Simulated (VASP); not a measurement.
Set up this calculation in VASP 6.6.1, as the native input.

* Task: relaxation of cell and atoms
* Functional: BLYP
* Dispersion: D3(BJ)
* Potentials or basis: VASP PAW PBE potentials, release 64 (Ti_sv)
* Cutoff: 600 eV
* k mesh: 13 × 13 × 13
* Occupations: fermi-dirac, width 0.15 eV
* Spin: no spin polarisation
* Dipole correction: no
* Further INCAR settings: ALGO = Normal; EDIFF = 1e-06; IBRION = 2; EDIFFG = -0.02; NSW = 80; ISIF = 3

The structure of Ti lies in POSCAR:

```
Ti
1.0
   -1.6410000000      1.6410000000      1.6410000000
    1.6410000000     -1.6410000000      1.6410000000
    1.6410000000      1.6410000000     -1.6410000000
Ti
1
Direct
    0.0000000000      0.0000000000      0.0000000000
```

The input as run:

INCAR

```
PREC = Accurate
ENCUT = 600
EDIFF = 1E-6
ISMEAR = -1
SIGMA = 0.15
LREAL = False
LASPH = True
NELM = 60
ALGO = Normal
ISIF = 3
LWAVE = False
LCHARG = False
GGA = B5
ALDAX = 1.0
AGGAX = 1.0
AGGAC = 1.0
ALDAC = 0.0
IVDW = 12
VDW_S6 = 1.0
VDW_S8 = 2.6996
VDW_A1 = 0.4298
VDW_A2 = 4.2359
IBRION = 2
NSW = 80
EDIFFG = -0.02
```

KPOINTS

```
regular mesh
0
Gamma
  13 13 13
```

Potentials or basis: VASP PAW PBE potentials, release 64 (Ti_sv).

Launch:

```console
$ cat potpaw_PBE.64/Ti_sv/POTCAR > POTCAR
$ mpirun -np 1 vasp_std > vasp.out
```

It gave:

| Item | Value |
| --- | --- |
| Relaxed volume | 15.42 Å³/atom |
| Relaxed cell | a = 2.716 Å, b = 2.716 Å, c = 2.716 Å, α = 109.47°, β = 109.47°, γ = 109.47° |
| Space group after relaxing (to 0.05 Å) | Im-3m (No. 229) |
| Energy gained by relaxing | 98.0 meV/atom |
| Ionic steps | 3 |
| Pressure after relaxing | -0.1 GPa |
| Band gap on the k mesh | zero (band 6 reaches 10.87 eV, above the bottom of band 7 at 9.32 eV) |
| Dispersion energy per atom | -1.610 eV |

Caveat: the PAW data sets were made with another functional, which shifts forces and pressure a little; the volume moved by -13 % from the deposited cell, more than functionals usually miss; pairwise dispersion overbinds metals, which lowers pressure and volume.

Run time: 90 s on 1 thread of Intel Xeon 6975P-C, with other jobs on the host, peak memory 0.17 GiB.
